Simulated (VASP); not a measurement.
Write the native input for VASP 6.6.1 that does the following.

* Task: single point
* Functional: PBEsol
* Potentials or basis: VASP PAW PBE potentials, release 64 (Sn_d, O)
* Cutoff: 520 eV
* k mesh: 12 × 12 × 2
* Occupations: gaussian, width 0.01 eV
* Spin: no spin polarisation
* Dipole correction: no
* Further INCAR settings: ALGO = Normal; EDIFF = 1e-06; NBANDS = 35

The structure of SnO2 lies in POSCAR:

```
SnO2
1.0
    3.1646273727      0.0000000000      0.0000000000
   -1.5823136864      2.7406478111      0.0000000000
    0.0000000000      0.0000000000     10.5702846404
Sn O
2 4
Direct
    0.0000000000      0.0000000000      0.5000000000
    0.0000000000      0.0000000000      0.0000000000
    0.6666666667      0.3333333333      0.4058620000
    0.6666666667      0.3333333333      0.0941380000
    0.3333333333      0.6666666667      0.5941380000
    0.3333333333      0.6666666667      0.9058620000
```

One way to write it, as run:

INCAR

```
SYSTEM = SnO2
ALGO = Normal ; EDIFF = 1E-6
ENCUT = 520 ; GGA = PS
ISIF = 2 ; ISMEAR = 0
LASPH = .TRUE. ; LCHARG = .FALSE.
LREAL = .FALSE. ; LWAVE = .FALSE.
NBANDS = 35 ; NELM = 100
PREC = Accurate ; SIGMA = 0.01
```

KPOINTS

```
k-points
0
G
  12 12 2
  0 0 0
```

Potentials or basis: VASP PAW PBE potentials, release 64 (Sn_d, O).

Launch:

```console
$ cat potpaw_PBE.64/Sn_d/POTCAR potpaw_PBE.64/O/POTCAR > POTCAR
$ mpirun -np 1 vasp_std > vasp.out
```

It gave:

The pressure is 4.8 GPa and the largest force is 0.378 eV/Å. The band gap on the k mesh is 2.43 eV, indirect (least direct gap 2.93 eV).

Caveat: the PAW data sets were made with another functional, which shifts forces and pressure a little; spin-orbit coupling is left out, which moves the levels of the heavy elements.

It took 2.1 min on 1 thread of Intel(R) Xeon(R) Platinum 8259CL CPU @ 2.50GHz (Skylake/Cascade Lake), with other jobs on the host, peak memory 0.25 GiB.
